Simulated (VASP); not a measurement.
A run of VASP 6.6.1 is set up as follows.

File INCAR:

```
  PREC = Accurate
  ENCUT = 520
  EDIFF = 1E-6
  ISMEAR = -1
  SIGMA = 0.05
  LREAL = F
  LASPH = T
  NELM = 60
  ALGO = Normal
  ISIF = 2
  LWAVE = F
  LCHARG = F
  GGA = PS
  NBANDS = 16
```

KPOINTS

```
Automatic mesh
0
Gamma
  8 8 8
```

File POSCAR:

```
Al2Au
1.0
    0.0000000000      2.9839718432      2.9839718432
    2.9839718432      0.0000000000      2.9839718432
    2.9839718432      2.9839718432      0.0000000000
Au Al
1 2
Direct
    0.0000000000      0.0000000000      0.0000000000
    0.7500000000      0.7500000000      0.7500000000
    0.2500000000      0.2500000000      0.2500000000
```

Potentials or basis: VASP PAW PBE potentials, release 64 (Au, Al).

The run is started by

```bash
$ cat potpaw_PBE.64/Au/POTCAR potpaw_PBE.64/Al/POTCAR > POTCAR
$ mpirun -np 1 vasp_std > vasp.out
```

Task: What does it give for the pressure?

Result: 1.8 GPa.

Caveat: the PAW data sets were made with another functional, which shifts forces and pressure a little.
